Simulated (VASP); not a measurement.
Here is a VASP 6.6.1 calculation.

Contents of INCAR:

```
  PREC = Accurate
  ENCUT = 520
  EDIFF = 1E-7
  ISMEAR = -1
  SIGMA = 0.05
  LREAL = False
  LASPH = True
  NELM = 80
  ALGO = Normal
  ISIF = 2
  LWAVE = False
  LCHARG = True
  GGA = PE
  LELF = True
  LVHAR = True
  NBANDS = 16
```

KPOINTS

```
Automatic mesh
0
Gamma
  7 7 9
```

File POSCAR:

```
InAs
1.0
    4.7625534959      0.0000000000      0.0000000000
   -2.3812767480      4.1244956252      0.0000000000
    0.0000000000      0.0000000000      2.9301679790
In As
1 1
Direct
    0.0000000000      0.0000000000      0.0000000000
    0.6666700000      0.3333300000      0.0000000000
```

Potentials or basis: VASP PAW PBE potentials, release 64 (In_d, As).

Run with:

```console
$ cat potpaw_PBE.64/In_d/POTCAR potpaw_PBE.64/As/POTCAR > POTCAR
$ mpirun -np 1 vasp_std > vasp.out
```

Question: Estimate the band gap on the k mesh.

Answer: Zero (band 9 reaches 5.64 eV, above the bottom of band 10 at 3.41 eV).

Question: Predict the pressure.

Answer: 1.0 GPa.

Stress tensor (GPa, compression positive):
```
0.81 0.00 0.00
0.00 0.81 0.00
0.00 0.00 1.52
```

Caveat: spin-orbit coupling is left out, which moves the levels of the heavy elements.
